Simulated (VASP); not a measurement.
# Cu (Fm-3m) in VASP: notebook

The runs below take Cu through single point, relaxation of volume and atoms at fixed shape, with LDA.

Everything below comes from runs of VASP 6.6.1. Logs are shortened: lines on timing, memory, paths and dates and some standing lists are left out, and cuts for length are marked.

## (1) The cell of the first run

The structure is cubic, space group Fm-3m (No. 225). Conventional cell: a = 3.517 Å, b = 3.517 Å, c = 3.517 Å, α = 90.00°, β = 90.00°, γ = 90.00°. Within 3.3 Å of Cu (site symmetry m-3m) lie 12 Cu at 2.49 Å.

## (2) Single point, LDA

Contents of INCAR:

```
SYSTEM = Cu
PREC = Accurate
ENCUT = 520
EDIFF = 1E-6
ISMEAR = -1
SIGMA = 0.05
LREAL = .False.
LASPH = .True.
NELM = 80
ALGO = Normal
ISIF = 2
LWAVE = .False.
LCHARG = .False.
NBANDS = 12
```

Contents of KPOINTS:

```
Automatic mesh
0
Gamma
  11 11 11
  0 0 0
```

Contents of POSCAR:

```
Cu
1.0
    0.0000000000      1.7583703115      1.7583703115
    1.7583703115      0.0000000000      1.7583703115
    1.7583703115      1.7583703115      0.0000000000
Cu
1
Direct
    0.0000000000      0.0000000000      0.0000000000
```

Potentials or basis: VASP PAW LDA potentials, release 64 (Cu).

Started as:

```console
> cat potpaw_LDA.64/Cu/POTCAR > POTCAR
> mpirun -np 1 vasp_std > vasp.out
```

OUTCAR:

```text
SYSTEM = Cu
   PREC = Accurate
   ENCUT = 520
   EDIFF = 1E-6
   ISMEAR = -1
   LREAL = .False.
   LASPH = .True.
   NELM = 80
   ISIF = 2

 ion  position               nearest neighbor table
   1  0.000  0.000  0.000-

  LATTYP: Found a face centered cubic cell.
 ALAT       =     3.5167406230

  Lattice vectors:

 A1 = (   0.0000000000,   1.7583703115,   1.7583703115)
 A2 = (   1.7583703115,   0.0000000000,   1.7583703115)
 A3 = (   1.7583703115,   1.7583703115,   0.0000000000)

Analysis of symmetry for initial positions (statically):
=====================================================================
 Subroutine PRICEL returns:
 Original cell was already a primitive cell.

 Routine SETGRP: Setting up the symmetry group for a
 face centered cubic supercell.

 Subroutine GETGRP returns: Found 48 space group operations
 (whereof 48 operations were pure point group operations)
 out of a pool of 48 trial point group operations.

The static configuration has the point symmetry O_h .

Analysis of symmetry for dynamics (positions and initial velocities):
=====================================================================
 Subroutine PRICEL returns:
 Original cell was already a primitive cell.

 Routine SETGRP: Setting up the symmetry group for a
 face centered cubic supercell.

 Subroutine GETGRP returns: Found 48 space group operations
 (whereof 48 operations were pure point group operations)
 out of a pool of 48 trial point group operations.

The dynamic configuration has the point symmetry O_h .

 Subroutine INISYM returns: Found 48 space group operations
 (whereof 48 operations are pure point group operations),
 and found     1 'primitive' translations

----------------------------------------------------------------------------------------

                                     Primitive cell

  volume of cell :      10.8733

  direct lattice vectors                    reciprocal lattice vectors
     0.000000000  1.758370312  1.758370312    -0.284354210  0.284354210  0.284354210
     1.758370312  0.000000000  1.758370312     0.284354210 -0.284354210  0.284354210
     1.758370312  1.758370312  0.000000000     0.284354210  0.284354210 -0.284354210

  length of vectors
     2.486711142  2.486711142  2.486711142     0.492515938  0.492515938  0.492515938

  position of ions in fractional coordinates (direct lattice)
     0.000000000  0.000000000  0.000000000

  ion indices of the primitive-cell ions
   primitive index   ion index
                 1           1

----------------------------------------------------------------------------------------

 KPOINTS: Automatic mesh

Automatic generation of k-mesh.
 Grid dimensions read from file:
 generate k-points for:   11   11   11

 Generating k-lattice:

  Cartesian coordinates                     Fractional coordinates (reciprocal lattice)
    -0.025850383  0.025850383  0.025850383     0.090909091  0.000000000  0.000000000
     0.025850383 -0.025850383  0.025850383     0.000000000  0.090909091  0.000000000
     0.025850383  0.025850383 -0.025850383     0.000000000  0.000000000  0.090909091

  Length of vectors
     0.044774176  0.044774176  0.044774176

  Shift w.r.t. Gamma in fractional coordinates (k-lattice)
     0.000000000  0.000000000  0.000000000

 Subroutine IBZKPT returns following result:
 ===========================================

 Found     56 irreducible k-points:

 Following reciprocal coordinates:
            Coordinates               Weight
  0.000000  0.000000  0.000000      1.000000
  0.090909  0.000000  0.000000      8.000000
  0.181818  0.000000  0.000000      8.000000
  0.272727  0.000000  0.000000      8.000000
  0.363636  0.000000  0.000000      8.000000
  0.454545  0.000000  0.000000      8.000000
[... 16 lines left out ...]
 -0.272727  0.181818  0.000000     24.000000
 -0.181818  0.181818  0.000000     12.000000
 [... further k-points ...]
   k-points           NKPTS =     56   k-points in BZ     NKDIM =     56   number of bands    NBANDS=     12
   number of dos      NEDOS =    301   number of ions     NIONS =      1
   total plane-waves  NPLWV =   5832
   dimension x,y,z NGX =    18 NGY =   18 NGZ =   18
   dimension x,y,z NGXF=    36 NGYF=   36 NGZF=   36
   ions per type =               1
   NGX,Y,Z   is equivalent  to a cutoff of  12.03, 12.03, 12.03 a.u.
   NGXF,Y,Z  is equivalent  to a cutoff of  24.07, 24.07, 24.07 a.u.
 SYSTEM =  Cu
   PREC   = accura    normal or accurate (medium, high low for compatibility)
   ISTART =      0    job   : 0-new  1-cont  2-samecut
   ICHARG =      2    charge: 1-file 2-atom 10-const
   ISPIN  =      1    spin polarized calculation?
   LNONCOLLINEAR =      F non collinear calculations
   LSORBIT =      F    spin-orbit coupling
   LASPH  =      T    aspherical Exc in radial PAW
   ENCUT  =  520.0 eV  38.22 Ry    6.18 a.u.   4.62  4.62  4.62*2*pi/ulx,y,z
   NELM   =     80;   NELMIN=  2; NELMDL= -5     # of ELM steps
   EDIFF  = 0.1E-05   stopping-criterion for ELM
   LREAL  =      F    real-space projection
[... 7 lines left out ...]
   TEBEG  =    0.0;   TEEND  =   0.0 temperature during run
   PSTRESS=    0.0 pullay stress
   NELECT =      11.0000    total number of electrons
   NUPDOWN=      -1.0000    fix difference up-down
   EMIN   =  10.00;   EMAX   =-10.00  energy-range for DOS
   EFERMI =   0.00;   METHOD = LEGACY
   ISMEAR =    -1;   SIGMA  =   0.05  broadening in eV -4-tet -1-fermi 0-gaus
   EFERMI_NEDOS =   21; number of points for ismear=-14 and -15
   IALGO  =     38    algorithm
   IMIX   =      4    mixing-type and parameters
     AMIX     =   0.40;   BMIX     =  1.00
     AMIX_MAG =   1.60;   BMIX_MAG =  1.00
  volume/ion in A,a.u.               =      10.87        73.38
  Fermi-wavevector in a.u.,A,eV,Ry     =   1.643433  3.105638 36.747603  2.700873
  Thomas-Fermi vector in A             =   2.733568
   LORBIT       =      0    0 simple, 1 ext, 2 COOP (PROOUT), +10 PAW based schemes
   GGA     = CA    functional components
   LHFCALC =     F    Hartree Fock is set to
   AEXX    =    0.0000 exact exchange contribution
   IVDW    =     0    specifies the selected vdW correction
   LEPSILON=     F    determine dielectric tensor
   LRPA    =     F    only Hartree local field effects (RPA)
 non-spin polarized calculation
  energy-cutoff  :      520.00
  volume of cell :       10.87
 maximum number of plane-waves:       303
   NGX =  9   NGY =  9   NGZ =  9

 number of electron      10.9999994 magnetization

 Free energy of the ion-electron system (eV)
  ---------------------------------------------------
  ext. energy  EPLUGINS =         0.00000000
  ---------------------------------------------------
  free energy    TOTEN  =        -4.71475849 eV

  energy without entropy =       -4.71334739  energy(sigma->0) =       -4.71405294

 E-fermi :   8.4971     XC(G=0): -13.5932

 val. band max:        8.3864016694   @ k =   0.4545   0.2727   0.0000
 cond. band min:       8.5919894281   @ k =   0.4545   0.3636   0.0000
 fundamental gap:      0.2055877587
 Fermi energy:         8.4970537949

 k-point     1 :       0.0000    0.0000    0.0000
  band No.  band energies     occupation
      1      -1.5744      2.00000
      2       5.0775      2.00000
      3       5.0775      2.00000
      4       5.0775      2.00000
      5       6.0291      2.00000
      6       6.0291      2.00000
      7      31.7534      0.00000
      8      34.8848      0.00000
      9      34.8848      0.00000
     10      34.8848      0.00000
     11      37.5041      0.00000
     12      37.5041      0.00000

 k-point     2 :       0.0909    0.0000    0.0000
  band No.  band energies     occupation
      1      -1.2563      2.00000
      2       5.0066      2.00000
      3       5.1392      2.00000
      4       5.1392      2.00000
      5       6.0060      2.00000
      6       6.0060      2.00000
      7      29.8570      0.00000
      8      32.7848      0.00000
      9      34.0972      0.00000
     10      34.0972      0.00000
     11      38.6927      0.00000
     12      38.6927      0.00000

 k-point     3 :       0.1818    0.0000    0.0000
  band No.  band energies     occupation
      1      -0.3373      2.00000
      2       4.8513      2.00000
      3       5.2497      2.00000
      4       5.2497      2.00000
      5       6.0067      2.00000
      6       6.0067      2.00000
      7      25.1090      0.00000
      8      32.2480      0.00000
      9      33.0419      0.00000
     10      33.0419      0.00000
     11      39.3445      0.00000
     12      39.7044      0.00000

 k-point     4 :       0.2727    0.0000    0.0000
  band No.  band energies     occupation
      1       1.0221      2.00000
      2       4.8091      2.00000
      3       5.2408      2.00000
      4       5.2408      2.00000
      5       6.1797      2.00000
      6       6.1797      2.00000
      7      20.4321      0.00000
      8      31.5421      0.00000
      9      32.2815      0.00000
     10      32.2815      0.00000
     11      37.7059      0.00000
     12      37.7059      0.00000

 k-point     5 :       0.3636    0.0000    0.0000
  band No.  band energies     occupation
      1       2.2819      2.00000
      2       5.1356      2.00000
      3       5.1356      2.00000
      4       5.3868      2.00000
      5       6.4559      2.00000
      6       6.4559      2.00000
      7      16.2594      0.00000
      8      30.7704      0.00000
      9      31.8416      0.00000
     10      31.8416      0.00000
     11      35.8687      0.00000
     12      35.8687      0.00000

 k-point     6 :       0.4545    0.0000    0.0000
  band No.  band energies     occupation
      1       2.7702      2.00000
      2       5.0551      2.00000
      3       5.0551      2.00000
      4       6.6477      2.00000
      5       6.6477      2.00000
      6       6.8292      2.00000
      7      13.1362      0.00000
      8      30.2954      0.00000
      9      31.6653      0.00000
     10      31.6653      0.00000
     11      34.8482      0.00000
     12      34.8482      0.00000

 k-point     7 :       0.0909    0.0909    0.0000
  band No.  band energies     occupation
      1      -1.1508      2.00000
      2       4.9437      2.00000
      3       5.1850      2.00000
      4       5.1850      2.00000
      5       5.9086      2.00000
      6       6.0779      2.00000
      7      30.7140      0.00000
      8      32.1089      0.00000
      9      32.1089      0.00000
     10      33.3954      0.00000
     11      39.4515      0.00000
     12      40.3894      0.00000

 k-point     8 :       0.1818    0.0909    0.0000
  band No.  band energies     occupation
      1      -0.4329      2.00000
      2       4.7852      2.00000
      3       5.3012      2.00000
      4       5.3118      2.00000
      5       5.8239      2.00000
      6       6.1296      2.00000
      7      26.9334      0.00000
      8      30.5858      0.00000
      9      31.0362      0.00000
     10      34.4147      0.00000
     11      37.2636      0.00000
     12      39.7566      0.00000
[... 166 lines left out ...]
 k-point    20 :       0.4545    0.1818    0.0000
  band No.  band energies     occupation
      1       3.1773      2.00000
      2       4.4752      2.00000
      3       5.0035      2.00000
      4       5.5240      2.00000
      5       6.6977      2.00000
      6       8.0833      1.99949
      7      15.7690      0.00000
      8      25.1403      0.00000
      9      26.7431      0.00000
     10      29.5878      0.00000
     11      40.6287      0.00000
     12      41.2657      0.00000

 k-point    21 :      -0.4545    0.1818    0.0000
  band No.  band energies     occupation
      1       3.4133      2.00000
      2       4.5687      2.00000
      3       5.1911      2.00000
      4       5.4449      2.00000
      5       6.6475      2.00000
      6       9.8330      0.00000
      7      12.9804      0.00000
      8      23.7132      0.00000
      9      27.5713      0.00000
     10      29.7840      0.00000
     11      40.0051      0.00000
     12      40.6272      0.00000

 k-point    22 :      -0.3636    0.1818    0.0000
  band No.  band energies     occupation
      1       3.3623      2.00000
      2       4.6899      2.00000
      3       5.0178      2.00000
      4       5.4350      2.00000
      5       6.3937      2.00000
      6       8.8600      0.00141
      7      14.6461      0.00000
      8      22.8533      0.00000
      9      29.1396      0.00000
     10      30.4898      0.00000
     11      39.2469      0.00000
     12      39.8880      0.00000

 k-point    23 :      -0.2727    0.1818    0.0000
  band No.  band energies     occupation
      1       2.7606      2.00000
      2       4.5832      2.00000
      3       4.9153      2.00000
      4       5.5097      2.00000
      5       6.0200      2.00000
      6       7.5104      2.00000
      7      18.4158      0.00000
      8      22.6143      0.00000
      9      31.3473      0.00000
     10      31.7740      0.00000
     11      38.6129      0.00000
     12      39.0098      0.00000

 k-point    24 :      -0.1818    0.1818    0.0000
  band No.  band energies     occupation
      1       1.4992      2.00000
      2       4.5512      2.00000
      3       5.1458      2.00000
      4       5.6383      2.00000
      5       5.6599      2.00000
      6       6.7492      2.00000
      7      22.4799      0.00000
      8      23.2960      0.00000
      9      33.5774      0.00000
     10      34.0424      0.00000
     11      36.7935      0.00000
     12      39.2213      0.00000

 [... further k-points ...]
[... 5 lines left out ...]
  --------------------------------------------------------------------------------------
  -------------------------------------------------------------------------------------
  Total        0.0574291      0.0574291      0.0574291     -0.0000000     -0.0000000      0.0000000
  in kB        8.4621710      8.4621710      8.4621710     -0.0000000     -0.0000000      0.0000000
  external PRESSURE =       8.4621710 kB  Pullay stress =       0.0000000 kB

 VOLUME and BASIS-vectors are now :
 -----------------------------------------------------------------------------
  energy-cutoff  :      520.00
  volume of cell :       10.87
      direct lattice vectors                 reciprocal lattice vectors
     0.000000000  1.758370312  1.758370312    -0.284354210  0.284354210  0.284354210
     1.758370312  0.000000000  1.758370312     0.284354210 -0.284354210  0.284354210
     1.758370312  1.758370312  0.000000000     0.284354210  0.284354210 -0.284354210

 POSITION                                       TOTAL-FORCE (eV/Angst)
 -----------------------------------------------------------------------------------
      0.00000      0.00000      0.00000         0.000000      0.000000      0.000000
 -----------------------------------------------------------------------------------
    total drift:                                0.000000     -0.000000      0.000000

  FREE ENERGIE OF THE ION-ELECTRON SYSTEM (eV)
  ---------------------------------------------------
  free  energy   TOTEN  =        -4.7147584873 eV

  energy  without entropy=       -4.7133473932  energy(sigma->0) =       -4.71405294
```

Wall time 4.4 s (1 thread of Intel Xeon 6975P-C, shared host); peak memory 0.11 GiB.

What came out:

```yaml
Free_energy: -4.7148 eV
Pressure: 0.8 GPa
```

Levels at points of the mesh, in eV from the Fermi level:
```tsv
k point	band 4	band 5	band 6	band 7	band 8	band 9
(0.00, 0.00, 0.00)	-3.42	-2.47	-2.47	23.26	26.39	26.39
```

## (3) Relaxation of volume and atoms at fixed shape, LDA

This run uses another cell than the first one, of 11.81 Å³/atom, 1.086 times its volume.

Contents of INCAR:

```
PREC = Accurate
ENCUT = 600
EDIFF = 1E-7
ISMEAR = -1
SIGMA = 0.05
LREAL = F
LASPH = T
NELM = 80
ALGO = Normal
ISIF = 8
LWAVE = F
LCHARG = F
GGA = CA
IBRION = 2
NSW = 60
EDIFFG = -0.01
```

Contents of KPOINTS:

```
Automatic mesh
0
Gamma
  11 11 11
```

Contents of POSCAR:

```
Cu
1.0
    0.0000000000      1.8075000000      1.8075000000
    1.8075000000      0.0000000000      1.8075000000
    1.8075000000      1.8075000000      0.0000000000
Cu
1
Direct
    0.0000000000      0.0000000000      0.0000000000
```

Potentials or basis: VASP PAW LDA potentials, release 64 (Cu).

Started as:

```console
> cat potpaw_LDA.64/Cu/POTCAR > POTCAR
> mpirun -np 1 vasp_std > vasp.out
```

Run time: 10 s. Hardware: 1 thread of Intel Xeon 6975P-C, shared host; peak memory 0.13 GiB.

It converged, with:

```yaml
Free_energy: -4.7153 eV
Relaxed_volume: 10.93 Å³/atom
Relaxed_cell: a = 2.491 Å, b = 2.491 Å, c = 2.491 Å, α = 60.00°, β = 60.00°, γ = 60.00°
Space_group_after_relaxing_to_0.05_Å: Fm-3m (No. 225)
Energy_gained_by_relaxing: 35.9 meV/atom
Ionic_steps: 3
Pressure_after_relaxing: -0.1 GPa
```

Step by step:
```tsv
step	energy change (eV)	largest force (eV/Å)	pressure (GPa)	volume (Å³)
1	0.0000	0.0000	-11.95	11.81
2	-0.0178	0.0000	11.03	10.37
3	-0.0359	0.0000	-0.06	10.93
```

Final structure:
```yaml
crystal:
  lattice:
    - [0.00000, 1.76119, 1.76119]
    - [1.76119, 0.00000, 1.76119]
    - [1.76119, 1.76119, 0.00000]
  atoms:
    - { symbol: Cu, position: [0.00000, 0.00000, 0.00000] }
```

Levels at points of the mesh, in eV from the Fermi level:
```csv
k point,band 4,band 5,band 6,band 7,band 8,band 9
"(0.00, 0.00, 0.00)",-3.40,-2.46,-2.46,23.22,26.31,26.31
```

LDA usually gives volumes a few per cent too small. Zero-point motion and thermal expansion aren't in these numbers.
